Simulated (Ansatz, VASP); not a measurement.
Two plane-wave programs on O

The input INCAR:

```
PREC = Accurate
ENCUT = 520
EDIFF = 1E-8
ISMEAR = -1
SIGMA = 0.03
LREAL = F
LASPH = T
NELM = 100
ALGO = Normal
ISIF = 2
LWAVE = F
LCHARG = F
GGA = PE
LEFG = T
NBANDS = 13
```

The input KPOINTS:

```
Automatic mesh
0
Gamma
  6 6 6
```

The input POSCAR:

```
O
1.0
    0.0000000000      2.1075500000      3.3448500000
    1.4783500000      0.0000000000      3.3448500000
    1.4783500000      2.1075500000      0.0000000000
O
2
Direct
    0.0871000000      0.0871000000      0.9129000000
    0.9129000000      0.9129000000      0.0871000000
```

Input for Ansatz:

```yaml
crystal:
  lattice:
    - [0.0, 2.10755, 3.34485]
    - [1.47835, 0.0, 3.34485]
    - [1.47835, 2.10755, 0.0]
  atoms:
    - { symbol: O, position: [0.0871, 0.0871, 0.9129] }
    - { symbol: O, position: [0.9129, 0.9129, 0.0871] }
kpoints:
  mp_grid: { grid: [6, 6, 6] }
scf:
  occupations: { method: fermi_dirac, width: 0.03 }
hamiltonian:
  xc: pbe
  pseudopotentials: { kind: paw }
output:
  forces: true
  stress: true
  eigenvalues: true
  efg: { contact_densities: true }
```

Alike in both runs: task electric field gradients; functional PBE; k mesh 6 × 6 × 6; occupations fermi-dirac, width 0.03 eV; no spin polarisation.

|  | VASP | Ansatz |
| --- | --- | --- |
| version | VASP 6.6.1 | Ansatz 0.2.0 |
| potentials or method | VASP PAW PBE potentials, release 64 (O) | PAW with Ansatz's default frozen-core files, scalar-relativistic |
| plane-wave cutoff (eV) | 520 | 420 |
| valence electrons in the cell | 12 | 12 |

VASP gave:

* pressure (GPa): 18.0
* traceless stress, the component that is largest in VASP (GPa): 44.17
* rms of the force components (eV/Å): 3.316
* size of Vzz on the site where it differs most (V/Å²): 113.4

**Question.** What did Ansatz give for the same quantities?

**Answer.** Pressure (GPa): 12.7; traceless stress, the component that is largest in VASP (GPa): 32.71; rms of the force components (eV/Å): 2.182; size of Vzz on the site where it differs most (V/Å²): 112.6.

Atom by atom the forces differ by 1.133 eV/Å (rms over components).

The k mesh is coarse, so the values compare programs but aren't converged. Noted on VASP's run: the standard files for N, O and F lose accuracy on very short bonds; spin is off for a triplet molecule.
